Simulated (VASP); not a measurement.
# SrTiO3 (Pm-3m) in VASP: further runs, part 2 of 2

VASP 6.6.1. Earlier steps stand in the parts before.

## Step 3: Single point, PBE

This run uses another cell than the first one, of 11.93 Å³/atom.

Contents of INCAR:

```
SYSTEM = SrTiO3
ALGO = Normal
EDIFF = 1E-7
ENCUT = 520
GGA = PE
ISIF = 2
ISMEAR = 0
LASPH = .True.
LCHARG = .False.
LREAL = .False.
LWAVE = .False.
NBANDS = 28
NELM = 60
PREC = Accurate
SIGMA = 0.01
```

Contents of KPOINTS:

```
k-points
0
Gamma
  6 6 6
  0 0 0
```

Contents of POSCAR:

```
SrTiO3
1.0
    3.9068515027      0.0000000000      0.0000000000
    0.0000000000      3.9068515027      0.0000000000
    0.0000000000      0.0000000000      3.9068515027
Sr Ti O
1 1 3
Direct
    0.0000000000      0.0000000000      0.0000000000
    0.5000000000      0.5000000000      0.5000000000
    0.5000000000      0.0000000000      0.5000000000
    0.5000000000      0.5000000000      0.0000000000
    0.0000000000      0.5000000000      0.5000000000
```

Potentials or basis: VASP PAW PBE potentials, release 64 (Sr_sv, Ti_sv, O).

Run with:

```
$ cat potpaw_PBE.64/Sr_sv/POTCAR potpaw_PBE.64/Ti_sv/POTCAR potpaw_PBE.64/O/POTCAR > POTCAR
$ mpirun -np 1 vasp_std > vasp.out
```

OUTCAR:

```text
SYSTEM = SrTiO3
   EDIFF = 1E-7
   ENCUT = 520
   GGA = PE
   ISIF = 2
   ISMEAR = 0
   LASPH = .True.
   LREAL = .False.
   NELM = 60
   PREC = Accurate

 ion  position               nearest neighbor table
   1  0.000  0.000  0.000-   3 2.76   4 2.76   5 2.76   3 2.76   5 2.76   4 2.76   5 2.76   5 2.76
                             3 2.76   4 2.76   3 2.76   4 2.76   2 3.38   2 3.38   2 3.38   2 3.38
   2  0.500  0.500  0.500-   3 1.95   4 1.95   5 1.95   4 1.95   3 1.95   5 1.95   1 3.38   1 3.38
                             1 3.38   1 3.38   1 3.38   1 3.38   1 3.38   1 3.38
   3  0.500  0.000  0.500-   2 1.95   2 1.95   1 2.76   1 2.76   1 2.76   1 2.76
   4  0.500  0.500  0.000-   2 1.95   2 1.95   1 2.76   1 2.76   1 2.76   1 2.76
   5  0.000  0.500  0.500-   2 1.95   2 1.95   1 2.76   1 2.76   1 2.76   1 2.76

  LATTYP: Found a simple cubic cell.
 ALAT       =     3.9068515027

  Lattice vectors:

 A1 = (   3.9068515027,   0.0000000000,   0.0000000000)
 A2 = (   0.0000000000,   3.9068515027,   0.0000000000)
 A3 = (   0.0000000000,   0.0000000000,   3.9068515027)

Analysis of symmetry for initial positions (statically):
=====================================================================
 Subroutine PRICEL returns:
 Original cell was already a primitive cell.

 Routine SETGRP: Setting up the symmetry group for a
 simple cubic supercell.

 Subroutine GETGRP returns: Found 48 space group operations
 (whereof 48 operations were pure point group operations)
 out of a pool of 48 trial point group operations.

The static configuration has the point symmetry O_h .

Analysis of symmetry for dynamics (positions and initial velocities):
=====================================================================
 Subroutine PRICEL returns:
 Original cell was already a primitive cell.

 Routine SETGRP: Setting up the symmetry group for a
 simple cubic supercell.

[... 123 lines left out ...]
   IMIX   =      4    mixing-type and parameters
     AMIX     =   0.40;   BMIX     =  1.00
     AMIX_MAG =   1.60;   BMIX_MAG =  1.00
  volume/ion in A,a.u.               =      11.93        80.48
  Fermi-wavevector in a.u.,A,eV,Ry     =   1.433072  2.708113 27.942211  2.053695
  Thomas-Fermi vector in A             =   2.552630
   LORBIT       =      0    0 simple, 1 ext, 2 COOP (PROOUT), +10 PAW based schemes
   GGA     = PE    functional components
   LHFCALC =     F    Hartree Fock is set to
   AEXX    =    0.0000 exact exchange contribution
   IVDW    =     0    specifies the selected vdW correction
   LEPSILON=     F    determine dielectric tensor
   LRPA    =     F    only Hartree local field effects (RPA)
 non-spin polarized calculation
 Gauss-broadening in eV      SIGMA  =   0.01
  energy-cutoff  :      520.00
  volume of cell :       59.63
 maximum number of plane-waves:      1640
 NGX is ok and might be reduce to    30
   NGX = 15   NGY = 15   NGZ = 15

 number of electron      40.0000004 magnetization

 Free energy of the ion-electron system (eV)
  ---------------------------------------------------
  ext. energy  EPLUGINS =         0.00000000
  ---------------------------------------------------
  free energy    TOTEN  =       -40.07864457 eV

  energy without entropy =      -40.07864457  energy(sigma->0) =      -40.07864457

 E-fermi :   4.2287     XC(G=0): -11.2634

 val. band max:        4.1540004835   @ k =   0.5000   0.5000   0.5000
 cond. band min:       6.0063509460   @ k =   0.0000   0.0000   0.0000
 fundamental gap:      1.8523504625
 Fermi energy:         4.2287347282

 k-point     1 :       0.0000    0.0000    0.0000
  band No.  band energies     occupation
      1     -52.3178      2.00000
      2     -28.6406      2.00000
      3     -28.5630      2.00000
      4     -28.5630      2.00000
      5     -28.5630      2.00000
      6     -13.2693      2.00000
[... 609 lines left out ...]
     27      12.5140      0.00000
     28      12.5140      0.00000

------------------------ aborting loop because EDIFF is reached ----------------------------------------

  FORCE on cell =-STRESS in cart. coord.  units (eV):
  Direction    XX          YY          ZZ          XY          YZ          ZX
  --------------------------------------------------------------------------------------
  -------------------------------------------------------------------------------------
  Total        1.7523765      1.7523765      1.7523765     -0.0000000      0.0000000     -0.0000000
  in kB       47.0822597     47.0822597     47.0822597     -0.0000000      0.0000000     -0.0000000
  external PRESSURE =      47.0822597 kB  Pullay stress =       0.0000000 kB

 VOLUME and BASIS-vectors are now :
 -----------------------------------------------------------------------------
  energy-cutoff  :      520.00
  volume of cell :       59.63
      direct lattice vectors                 reciprocal lattice vectors
     3.906851503  0.000000000  0.000000000     0.255960586  0.000000000  0.000000000
     0.000000000  3.906851503  0.000000000     0.000000000  0.255960586  0.000000000
     0.000000000  0.000000000  3.906851503     0.000000000  0.000000000  0.255960586

 POSITION                                       TOTAL-FORCE (eV/Angst)
 -----------------------------------------------------------------------------------
      0.00000      0.00000      0.00000         0.000000      0.000000      0.000000
      1.95343      1.95343      1.95343         0.000000      0.000000      0.000000
      1.95343      0.00000      1.95343         0.000000      0.000000      0.000000
      1.95343      1.95343      0.00000         0.000000      0.000000      0.000000
      0.00000      1.95343      1.95343         0.000000      0.000000      0.000000
 -----------------------------------------------------------------------------------
    total drift:                                0.000000      0.000000     -0.000000

  FREE ENERGIE OF THE ION-ELECTRON SYSTEM (eV)
  ---------------------------------------------------
  free  energy   TOTEN  =       -40.0786445722 eV

  energy  without entropy=      -40.0786445722  energy(sigma->0) =      -40.07864457
```

It took 66 s on 1 thread of Intel Xeon 8259CL, shared host; peak memory 0.19 GiB.

What came out:

| Quantity | Value |
| --- | --- |
| Free energy | -40.0786 eV |
| Pressure | 4.7 GPa |
| Band gap on the k mesh | 1.85 eV (least direct gap 2.21 eV) |

Caveat: the cell stands under pressure. A k mesh can miss the band edges.

## Step 4: Single point, PBE (11.83 Å³/atom)

This run uses another cell than the first one, of 11.83 Å³/atom.

Contents of INCAR:

```
SYSTEM = SrTiO3
PREC = Accurate
ENCUT = 520
EDIFF = 1E-6
ISMEAR = 0
SIGMA = 0.01
LREAL = .False.
LASPH = .True.
NELM = 60
ALGO = Normal
ISIF = 2
LWAVE = .False.
LCHARG = .False.
GGA = PE
NBANDS = 28
```

Contents of KPOINTS:

```
Automatic mesh
0
Gamma
  6 6 6
  0 0 0
```

POSCAR, as its differences from that of step 3:

```diff
@@ -2,5 +2,5 @@
 1.0
-    3.9068515027      0.0000000000      0.0000000000
-    0.0000000000      3.9068515027      0.0000000000
-    0.0000000000      0.0000000000      3.9068515027
+    3.8966704346      0.0000000000      0.0000000000
+    0.0000000000      3.8966704346      0.0000000000
+    0.0000000000      0.0000000000      3.8966704346
 Sr Ti O
```

Run with:

```
$ cat potpaw_PBE.64/Sr_sv/POTCAR potpaw_PBE.64/Ti_sv/POTCAR potpaw_PBE.64/O/POTCAR > POTCAR
$ mpirun -np 1 vasp_std > vasp.out
```

Wall time 73 s (1 thread of Intel Xeon 8259CL, shared host); peak memory 0.19 GiB.

Results (log left out):

```yaml
Free_energy: -40.0623 eV
Pressure: 6.2 GPa
Band_gap_on_the_k_mesh: 1.87 eV (least direct gap 2.22 eV)
```

Levels at points of the mesh, in eV from the valence-band top:
| k point | band 16 | band 17 | band 18 | band 19 | band 20 | band 21 | band 22 | band 23 | band 24 | band 25 |
| --- | --- | --- | --- | --- | --- | --- | --- | --- | --- | --- |
| (0.00, 0.00, 0.00) | -1.18 | -1.18 | -0.35 | -0.35 | -0.35 | 1.87 | 1.87 | 1.87 | 4.35 | 4.35 |
| (0.50, 0.00, 0.00) | -2.37 | -2.37 | -2.01 | -0.73 | -0.73 | 2.04 | 3.81 | 3.81 | 4.37 | 6.59 |
| (0.50, 0.50, 0.00) | -2.88 | -1.72 | -1.58 | -1.58 | -0.09 | 3.82 | 3.82 | 4.28 | 5.34 | 7.92 |
| (0.50, 0.50, 0.50) | -3.76 | -3.76 | 0.00 | 0.00 | 0.00 | 4.50 | 4.50 | 4.50 | 6.97 | 6.97 |

Caveat: the cell stands under pressure.

## Step 5: Single point, PBE

This run uses another cell than the first one, of 12.20 Å³/atom.

Contents of INCAR:

```
PREC = Accurate
ENCUT = 520
EDIFF = 1E-6
ISMEAR = 0
SIGMA = 0.01
LREAL = False
LASPH = True
NELM = 60
ALGO = Normal
ISIF = 2
LWAVE = False
LCHARG = False
GGA = PE
NBANDS = 28
```

Contents of KPOINTS:

```
regular mesh
0
Gamma
  6 6 6
```

POSCAR, as its differences from that of step 4:

```diff
@@ -2,5 +2,5 @@
 1.0
-    3.8966704346      0.0000000000      0.0000000000
-    0.0000000000      3.8966704346      0.0000000000
-    0.0000000000      0.0000000000      3.8966704346
+    3.9364351243      0.0000000000      0.0000000000
+    0.0000000000      3.9364351243      0.0000000000
+    0.0000000000      0.0000000000      3.9364351243
 Sr Ti O
```

Run with:

```
$ cat potpaw_PBE.64/Sr_sv/POTCAR potpaw_PBE.64/Ti_sv/POTCAR potpaw_PBE.64/O/POTCAR > POTCAR
$ mpirun -np 1 vasp_std > vasp.out
```

Run time: 80 s. Hardware: 1 thread of Intel Xeon 8259CL, shared host; peak memory 0.19 GiB.

Results (log left out):

```
Free energy            : -40.1026 eV
Pressure               : 0.7 GPa
Band gap on the k mesh : 1.81 eV (least direct gap 2.18 eV)
```

Levels at points of the mesh, in eV from the valence-band top:
| k point | band 16 | band 17 | band 18 | band 19 | band 20 | band 21 | band 22 | band 23 | band 24 | band 25 |
| --- | --- | --- | --- | --- | --- | --- | --- | --- | --- | --- |
| (0.00, 0.00, 0.00) | -1.13 | -1.13 | -0.37 | -0.37 | -0.37 | 1.81 | 1.81 | 1.81 | 4.13 | 4.13 |
| (0.50, 0.00, 0.00) | -2.29 | -2.29 | -1.91 | -0.73 | -0.73 | 1.97 | 3.65 | 3.65 | 4.15 | 6.27 |
| (0.50, 0.50, 0.00) | -2.77 | -1.74 | -1.54 | -1.54 | -0.09 | 3.66 | 3.66 | 4.10 | 5.08 | 7.77 |
| (0.50, 0.50, 0.50) | -3.67 | -3.67 | 0.00 | 0.00 | 0.00 | 4.31 | 4.31 | 4.31 | 6.85 | 6.85 |

A k mesh can miss the band edges.

## Step 6: The runs side by side

```csv
cell,gap on the mesh (eV),pressure (GPa)
"a = 3.856 Å, 5 atoms",1.92,12.8
"a = 3.907 Å, 5 atoms",1.85,4.7
"a = 3.897 Å, 5 atoms",1.87,6.2
"a = 3.936 Å, 5 atoms",1.81,0.7
```

Alike in all rows: task single point; level PBE; potentials or basis VASP PAW PBE potentials, release 64 (Sr_sv, Ti_sv, O); no spin polarisation; k mesh 6 × 6 × 6; cutoff (eV) 520; smearing gaussian 0.01 eV.

Caveats: the cell stands under pressure (at least some runs).

Absolute energies hang on the potentials; compare differences alone.
